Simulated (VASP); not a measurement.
# Rb (Im-3m) in VASP: notebook, part 2 of 2

VASP 6.6.1.

### 4 Single point, r2SCAN

Contents of POSCAR:

```
Rb
1.0
   -2.8677202310      2.8677202310      2.8677202310
    2.8677202310     -2.8677202310      2.8677202310
    2.8677202310      2.8677202310     -2.8677202310
Rb
1
Direct
    0.0000000000      0.0000000000      0.0000000000
```

Contents of INCAR.step1:

```
ALGO = Normal
EDIFF = 1E-4
ENCUT = 520
GGA = PE
ISMEAR = 1
LASPH = T
LCHARG = F
LREAL = F
LWAVE = T
NBANDS = 10
NELM = 80
PREC = Accurate
SIGMA = 0.03
```

Contents of INCAR.step2:

```
ALGO = Normal
EDIFF = 1E-6
ENCUT = 520
ISIF = 2
ISMEAR = 1
ISTART = 1
LASPH = T
LCHARG = T
LELF = T
LMIXTAU = T
LREAL = F
LVHAR = T
LWAVE = F
METAGGA = R2SCAN
NBANDS = 10
NELM = 80
PREC = Accurate
SIGMA = 0.03
```

Contents of KPOINTS:

```
k-points
0
Gamma
  8 8 8
```

Potentials or basis: VASP PAW PBE potentials, release 64 (Rb_sv).

On the command line:

```sh
$ cat potpaw_PBE.64/Rb_sv/POTCAR > POTCAR
$ cp INCAR.step1 INCAR
$ mpirun -np 1 vasp_std > vasp.out
$ cp INCAR.step2 INCAR
$ mpirun -np 1 vasp_std > vasp.out
```

OUTCAR:

```text
EDIFF = 1E-6
   ENCUT = 520
   ISIF = 2
   ISMEAR = 1
   ISTART = 1
   LASPH = T
   LREAL = F
   METAGGA = R2SCAN
   NELM = 80
   PREC = Accurate

 ion  position               nearest neighbor table
   1  0.000  0.000  0.000-

  LATTYP: Found a body centered cubic cell.
 ALAT       =     5.7354404620

  Lattice vectors:

 A1 = (  -2.8677202310,   2.8677202310,   2.8677202310)
 A2 = (   2.8677202310,  -2.8677202310,   2.8677202310)
 A3 = (   2.8677202310,   2.8677202310,  -2.8677202310)

Analysis of symmetry for initial positions (statically):
=====================================================================
 Subroutine PRICEL returns:
 Original cell was already a primitive cell.

 Routine SETGRP: Setting up the symmetry group for a
 body centered cubic supercell.

 Subroutine GETGRP returns: Found 48 space group operations
 (whereof 48 operations were pure point group operations)
 out of a pool of 48 trial point group operations.

The static configuration has the point symmetry O_h .

Analysis of symmetry for dynamics (positions and initial velocities):
[... 162 lines left out ...]
 fundamental gap:      0.1260801066
 Fermi energy:         0.0774982529

 k-point     1 :       0.0000    0.0000    0.0000
  band No.  band energies     occupation
      1     -30.1073      2.00000
      2     -13.5997      2.00000
      3     -13.5997      2.00000
      4     -13.5997      2.00000
      5      -2.0554      2.00000
      6       4.0689      0.00000
      7       4.0689      0.00000
      8       4.0689      0.00000
      9       5.0265      0.00000
     10       5.0265      0.00000
[... 287 lines left out ...]
 k-point    24 :      -0.3750    0.3750    0.2500
  band No.  band energies     occupation
      1     -30.1025      2.00000
      2     -13.6640      2.00000
      3     -13.6400      2.00000
      4     -13.6316      2.00000
      5       0.0941      0.20400
      6       1.7890      0.00000
      7       3.1764      0.00000
      8       3.1875      0.00000
      9       4.3776      0.00000
     10       5.5772      0.00000

 [... further k-points ...]

------------------------ aborting loop because EDIFF is reached ----------------------------------------

  FORCE on cell =-STRESS in cart. coord.  units (eV):
  Direction    XX          YY          ZZ          XY          YZ          ZX
  --------------------------------------------------------------------------------------
  -------------------------------------------------------------------------------------
  Total        0.0163778      0.0163778      0.0163778     -0.0000000     -0.0000000     -0.0000000
  in kB        0.2781602      0.2781602      0.2781602     -0.0000000     -0.0000000     -0.0000000
  external PRESSURE =       0.2781602 kB  Pullay stress =       0.0000000 kB

 VOLUME and BASIS-vectors are now :
 -----------------------------------------------------------------------------
  energy-cutoff  :      520.00
  volume of cell :       94.33
      direct lattice vectors                 reciprocal lattice vectors
    -2.867720231  2.867720231  2.867720231     0.000000000  0.174354525  0.174354525
     2.867720231 -2.867720231  2.867720231     0.174354525  0.000000000  0.174354525
     2.867720231  2.867720231 -2.867720231     0.174354525  0.174354525  0.000000000

 POSITION                                       TOTAL-FORCE (eV/Angst)
 -----------------------------------------------------------------------------------
      0.00000      0.00000      0.00000         0.000000      0.000000      0.000000
 -----------------------------------------------------------------------------------
    total drift:                                0.000000      0.000000     -0.000000

  FREE ENERGIE OF THE ION-ELECTRON SYSTEM (eV)
  ---------------------------------------------------
  free  energy   TOTEN  =       -13.9116862523 eV

  energy  without entropy=      -13.9113693437  energy(sigma->0) =      -13.91158062
```

OUTCAR.step1:

```text
EDIFF = 1E-4
   ENCUT = 520
   GGA = PE
   ISMEAR = 1
   LASPH = T
[... 528 lines left out ...]

 POSITION                                       TOTAL-FORCE (eV/Angst)
 -----------------------------------------------------------------------------------
      0.00000      0.00000      0.00000        -0.000000      0.000000      0.000000
 -----------------------------------------------------------------------------------
    total drift:                                0.000000      0.000000     -0.000000

  FREE ENERGIE OF THE ION-ELECTRON SYSTEM (eV)
  ---------------------------------------------------
  free  energy   TOTEN  =        -0.9283602337 eV

  energy  without entropy=       -0.9281204412  energy(sigma->0) =       -0.92828030
```

Run time: 56 s. Hardware: 1 thread of Intel Xeon 6975P-C (Granite Rapids), shared host; peak memory 0.25 GiB.

Results:

| Property | Result |
| --- | --- |
| Free energy | -13.9117 eV |
| Pressure | 0.0 GPa |
| Band gap on the k mesh | zero (an odd number of electrons rules out a gap without spin polarisation) |

Levels at points of the mesh, in eV from the Fermi level:
| k point | band 1 | band 2 | band 3 | band 4 | band 5 | band 6 | band 7 | band 8 |
| --- | --- | --- | --- | --- | --- | --- | --- | --- |
| (0.00, 0.00, 0.00) | -30.18 | -13.68 | -13.68 | -13.68 | -2.13 | 3.99 | 3.99 | 3.99 |
| (0.50, 0.00, 0.00) | -30.18 | -13.76 | -13.71 | -13.68 | 0.27 | 0.60 | 2.78 | 4.63 |
| (0.50, 0.50, 0.50) | -30.18 | -13.74 | -13.74 | -13.74 | 1.26 | 1.26 | 3.34 | 3.34 |

Caveat: the PAW data sets were made with another functional, which shifts forces and pressure a little.

### 5 Single point, r2SCAN

POSCAR is that of step 4.

Contents of INCAR.step1:

```
SYSTEM = Rb
PREC = Accurate ; ENCUT = 520
ISMEAR = 1 ; SIGMA = 0.1
LREAL = .FALSE. ; LASPH = .TRUE.
NELM = 100 ; NBANDS = 10
GGA = PE ; ALGO = Normal
EDIFF = 1E-4 ; LWAVE = .TRUE.
LCHARG = .FALSE.
```

Contents of INCAR.step2:

```
SYSTEM = Rb
PREC = Accurate ; ENCUT = 520
EDIFF = 1E-6 ; ISMEAR = 1
SIGMA = 0.1 ; LREAL = .FALSE.
LASPH = .TRUE. ; NELM = 100
ALGO = Normal ; ISIF = 2
LWAVE = .FALSE. ; LCHARG = .FALSE.
METAGGA = R2SCAN ; LMIXTAU = .TRUE.
NBANDS = 10 ; ISTART = 1
```

Contents of KPOINTS:

```
regular mesh
0
G
  8 8 8
  0 0 0
```

On the command line:

```sh
$ cat potpaw_PBE.64/Rb_sv/POTCAR > POTCAR
$ cp INCAR.step1 INCAR
$ mpirun -np 1 vasp_std > vasp.out
$ cp INCAR.step2 INCAR
$ mpirun -np 1 vasp_std > vasp.out
```

Run time: 62 s. Hardware: 1 thread of Intel Xeon 6975P-C (Granite Rapids), shared host; peak memory 0.24 GiB.

It converged, with:

| Property | Result |
| --- | --- |
| Free energy | -13.9122 eV |
| Pressure | 0.0 GPa |
| Band gap on the k mesh | zero (an odd number of electrons rules out a gap without spin polarisation) |

Levels at points of the mesh, in eV from the Fermi level:
```tsv
k point	band 1	band 2	band 3	band 4	band 5	band 6	band 7	band 8	band 9
(0.00, 0.00, 0.00)	-30.15	-13.64	-13.64	-13.64	-2.10	4.03	4.03	4.03	4.99
(0.50, 0.00, 0.00)	-30.14	-13.73	-13.67	-13.64	0.31	0.64	2.81	4.67	5.37
(0.50, 0.50, 0.50)	-30.14	-13.70	-13.70	-13.70	1.29	1.29	3.37	3.37	3.37
```

Caveat: the PAW data sets were made with another functional, which shifts forces and pressure a little.

### 6 The runs side by side

| smearing | gap on the mesh (eV) | pressure (GPa) |
| --- | --- | --- |
| gaussian 1 eV | none | 0.1 |
| methfessel-paxton 0.01 eV | none | 0.0 |
| methfessel-paxton 0.03 eV | none | 0.0 |
| methfessel-paxton 0.1 eV | none | 0.0 |

Alike in all rows: task single point; level r2SCAN; potentials or basis VASP PAW PBE potentials, release 64 (Rb_sv); no spin polarisation; cell as given; k mesh 8 × 8 × 8; cutoff (eV) 520.

Caveats: the PAW data sets were made with another functional, which shifts forces and pressure a little; so wide a smearing shifts energies and pressures (at least some runs).

Total energies depend on the potentials used, so only differences within one code and one set of settings carry meaning.

The gap in the log of VASP goes by the Fermi energy; the results here count the filled bands.